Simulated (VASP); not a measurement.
# BN (P6_3mc) in VASP: settings compared, part 2 of 2

VASP 6.6.1.

## Step 4: Single point, PBE

This run uses another cell than the first one, of 5.89 Å³/atom.

File INCAR:

```
PREC = Accurate ; ENCUT = 520
EDIFF = 1E-6 ; ISMEAR = -1
SIGMA = 0.02 ; LREAL = False
LASPH = True ; NELM = 100
ALGO = Normal ; ISIF = 2
LWAVE = False ; LCHARG = False
GGA = PE ; NBANDS = 26
```

File KPOINTS:

```
regular mesh
0
Gamma
  12 12 4
```

File POSCAR:

```
BN
1.0
    2.5479976490      0.0000000000      0.0000000000
   -1.2739988245      2.2066306928      0.0000000000
    0.0000000000      0.0000000000      8.3753608011
B N
4 4
Direct
    0.0000000000      0.0000000000      0.0003894352
    0.3333333333      0.6666666667      0.2496892000
    0.0000000000      0.0000000000      0.5003894352
    0.6666666667      0.3333333333      0.7496892000
    0.0000000000      0.0000000000      0.1869898325
    0.3333333333      0.6666666667      0.4379315323
    0.0000000000      0.0000000000      0.6869898325
    0.6666666667      0.3333333333      0.9379315323
```

Potentials or basis: VASP PAW PBE potentials, release 64 (B, N).

Started as:

```
> cat potpaw_PBE.64/B/POTCAR potpaw_PBE.64/N/POTCAR > POTCAR
> mpirun -np 1 vasp_std > vasp.out
```

OUTCAR:

```text
PREC = Accurate
   ENCUT = 520
   EDIFF = 1E-6
   ISMEAR = -1
   LREAL = False
   LASPH = True
   NELM = 100
   ISIF = 2
   GGA = PE

 ion  position               nearest neighbor table
   1  0.000  0.000  0.000-   8 1.56   8 1.56   8 1.56   5 1.56
   2  0.333  0.667  0.250-   5 1.56   5 1.56   5 1.56   6 1.58
   3  0.000  0.000  0.500-   6 1.56   6 1.56   6 1.56   7 1.56
   4  0.667  0.333  0.750-   7 1.56   7 1.56   7 1.56   8 1.58
   5  0.000  0.000  0.187-   2 1.56   2 1.56   2 1.56   1 1.56
   6  0.333  0.667  0.438-   3 1.56   3 1.56   3 1.56   2 1.58
   7  0.000  0.000  0.687-   4 1.56   4 1.56   4 1.56   3 1.56
   8  0.667  0.333  0.938-   1 1.56   1 1.56   1 1.56   4 1.58

  LATTYP: Found a hexagonal cell.
 ALAT       =     2.5479976490
 C/A-ratio  =     3.2870363143

  Lattice vectors:

 A1 = (   2.5479976490,   0.0000000000,   0.0000000000)
 A2 = (  -1.2739988245,   2.2066306928,   0.0000000000)
 A3 = (   0.0000000000,   0.0000000000,   8.3753608011)

Analysis of symmetry for initial positions (statically):
=====================================================================
 Subroutine PRICEL returns:
 Original cell was already a primitive cell.

 Routine SETGRP: Setting up the symmetry group for a
 hexagonal supercell.

 Subroutine GETGRP returns: Found 12 space group operations
 (whereof  6 operations were pure point group operations)
 out of a pool of 24 trial point group operations.

The static configuration has the point symmetry C_3v.
 The point group associated with its full space group is C_6v.

Analysis of symmetry for dynamics (positions and initial velocities):
=====================================================================
 Subroutine PRICEL returns:
 Original cell was already a primitive cell.

 Routine SETGRP: Setting up the symmetry group for a
 hexagonal supercell.
[... 134 lines left out ...]
   EFERMI_NEDOS =   21; number of points for ismear=-14 and -15
   IALGO  =     38    algorithm
   IMIX   =      4    mixing-type and parameters
     AMIX     =   0.40;   BMIX     =  1.00
     AMIX_MAG =   1.60;   BMIX_MAG =  1.00
  volume/ion in A,a.u.               =       5.89        39.72
  Fermi-wavevector in a.u.,A,eV,Ry     =   1.439287  2.719858 28.185112  2.071547
  Thomas-Fermi vector in A             =   2.558159
   LORBIT       =      0    0 simple, 1 ext, 2 COOP (PROOUT), +10 PAW based schemes
   GGA     = PE    functional components
   LHFCALC =     F    Hartree Fock is set to
   AEXX    =    0.0000 exact exchange contribution
   IVDW    =     0    specifies the selected vdW correction
   LEPSILON=     F    determine dielectric tensor
   LRPA    =     F    only Hartree local field effects (RPA)
 non-spin polarized calculation
  energy-cutoff  :      520.00
  volume of cell :       47.09
 maximum number of plane-waves:      1282
 NGX is ok and might be reduce to    20
   NGX =  9   NGY =  9   NGZ = 31

 number of electron      31.9999994 magnetization

 Free energy of the ion-electron system (eV)
  ---------------------------------------------------
  ext. energy  EPLUGINS =         0.00000000
  ---------------------------------------------------
  free energy    TOTEN  =       -69.73641908 eV

  energy without entropy =      -69.73641908  energy(sigma->0) =      -69.73641908

 E-fermi :   7.9109     XC(G=0): -12.8344

 val. band max:        7.5192031496   @ k =   0.0000   0.0000   0.0000
 cond. band min:      13.0399002867   @ k =   0.5000   0.0000   0.0000
 fundamental gap:      5.5206971372
 Fermi energy:         7.9108591714

 k-point     1 :       0.0000    0.0000    0.0000
  band No.  band energies     occupation
      1     -12.8365      2.00000
      2     -11.4004      2.00000
      3     -11.3282      2.00000
      4      -8.6339      2.00000
      5      -3.3153      2.00000
      6       1.8816      2.00000
[... 685 lines left out ...]
     25      20.0803      0.00000
     26      20.7443      0.00000

 [... further k-points ...]
[... 5 lines left out ...]
  --------------------------------------------------------------------------------------
  -------------------------------------------------------------------------------------
  Total        1.4687656      1.4687656      1.4379462      0.0000000      0.0000000      0.0000000
  in kB       49.9724757     49.9724757     48.9238946      0.0000000      0.0000000      0.0000000
  external PRESSURE =      49.6229487 kB  Pullay stress =       0.0000000 kB

 VOLUME and BASIS-vectors are now :
 -----------------------------------------------------------------------------
  energy-cutoff  :      520.00
  volume of cell :       47.09
      direct lattice vectors                 reciprocal lattice vectors
     2.547997649  0.000000000  0.000000000     0.392465040  0.226589797  0.000000000
    -1.273998825  2.206630693  0.000000000     0.000000000  0.453179593  0.000000000
     0.000000000  0.000000000  8.375360801     0.000000000  0.000000000  0.119397841

 POSITION                                       TOTAL-FORCE (eV/Angst)
 -----------------------------------------------------------------------------------
      0.00000      0.00000      0.00326        -0.000000     -0.000000      0.000033
     -0.00000      1.47109      2.09124        -0.000000      0.000000      0.007445
      0.00000      0.00000      4.19094        -0.000000     -0.000000      0.000033
      1.27400      0.73554      6.27892        -0.000000     -0.000000      0.007445
      0.00000      0.00000      1.56611        -0.000000     -0.000000      0.001806
     -0.00000      1.47109      3.66783         0.000000     -0.000000     -0.009284
      0.00000      0.00000      5.75379        -0.000000     -0.000000      0.001806
      1.27400      0.73554      7.85551        -0.000000      0.000000     -0.009284
 -----------------------------------------------------------------------------------
    total drift:                                0.000000      0.000000     -0.000228

  FREE ENERGIE OF THE ION-ELECTRON SYSTEM (eV)
  ---------------------------------------------------
  free  energy   TOTEN  =       -69.7364190768 eV

  energy  without entropy=      -69.7364190768  energy(sigma->0) =      -69.73641908
```

Wall time 96 s (1 thread of Intel Xeon 8259CL, shared host); peak memory 0.19 GiB.

Results:

| Item | Value |
| --- | --- |
| Free energy | -69.7364 eV |
| Pressure | 5.0 GPa |
| Largest force | 0.009 eV/Å |
| Band gap on the k mesh | 5.52 eV (least direct gap 7.55 eV) |

Forces in eV/Å, atoms in the order of the input:
```
B    0.000  0.000  0.000
B    0.000  0.000  0.007
B    0.000  0.000  0.000
B    0.000  0.000  0.007
N    0.000  0.000  0.002
N    0.000  0.000 -0.009
N    0.000  0.000  0.002
N    0.000  0.000 -0.009
```

Caveat: the cell stands under pressure. A k mesh can miss the band edges.

## Step 5: Overview

```tsv
level	potentials or basis	cell	gap on the mesh (eV)	pressure (GPa)
LDA	VASP PAW LDA potentials, release 64 (B, N)	a = 2.527, b = 2.527, c = 8.309 Å, angles 90.0, 90.0, 120.0°, 8 atoms	5.46	1.0
PBEsol	VASP PAW PBE potentials, release 64 (B, N)	a = 2.545, b = 2.545, c = 8.366 Å, angles 90.0, 90.0, 120.0°, 8 atoms	5.36	0.6
PBE	VASP PAW PBE potentials, release 64 (B, N)	a = 2.548, b = 2.548, c = 8.375 Å, angles 90.0, 90.0, 120.0°, 8 atoms	5.52	5.0
```

Alike in all rows: task single point; no spin polarisation; k mesh 12 × 12 × 4; cutoff (eV) 520; smearing fermi-dirac 0.02 eV.

Caveats: the PAW data sets were made with another functional, which shifts forces and pressure a little (at least some runs); the cell stands under pressure (at least some runs).

Total energies depend on the potentials used, so only differences within one code and one set of settings carry meaning.
